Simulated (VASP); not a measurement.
Set up this calculation in VASP 6.6.1, as the native input.

| Item | Value |
| --- | --- |
| Task | electric field gradients |
| Functional | PBE |
| Potentials or basis | VASP PAW PBE potentials, release 64 (Ir) |
| Cutoff | 520 eV |
| k mesh | 15 × 15 × 15 |
| Occupations | fermi-dirac, width 0.05 eV |
| Spin | no spin polarisation |
| Dipole correction | no |
| Further INCAR settings | ALGO = Normal; EDIFF = 1e-08; NBANDS = 10 |

The structure of Ir lies in POSCAR:

```
Ir
1.0
    0.0000000000      1.9324136155      1.9324136155
    1.9324136155      0.0000000000      1.9324136155
    1.9324136155      1.9324136155      0.0000000000
Ir
1
Direct
    0.0000000000      0.0000000000      0.0000000000
```

This cell differs from its parent crystal: volume scaled by 1.02.

These files were run (other wordings do the same):

INCAR

```
PREC     = Accurate       # precision mode
ENCUT    = 520            # plane-wave cutoff, eV
EDIFF    = 1E-8           # SCF threshold, eV
ISMEAR   = -1             # smearing method
SIGMA    = 0.05           # smearing width, eV
LREAL    = False          # projectors in reciprocal space
LASPH    = True           # aspherical terms in the spheres
NELM     = 60             # most SCF steps
ALGO     = Normal         # electronic algorithm
ISIF     = 2              # what is computed and relaxed
LWAVE    = False          # write WAVECAR
LCHARG   = False          # write CHGCAR
GGA      = PE             # functional
LEFG     = True         
NBANDS   = 10             # bands
```

KPOINTS

```
regular mesh
0
Gamma
  15 15 15
```

Potentials or basis: VASP PAW PBE potentials, release 64 (Ir).

Launch:

```console
$ cat potpaw_PBE.64/Ir/POTCAR > POTCAR
$ mpirun -np 1 vasp_std > vasp.out
```

Results of the run:

* Pressure: 2.0 GPa

Caveat: without QUAD_EFG the Cq values of the log hold for a quadrupole moment of 1 mb, not for the nuclei.

Wall time 29 s on 1 thread of Intel Xeon 8259CL, on a shared host, peak memory 0.14 GiB.
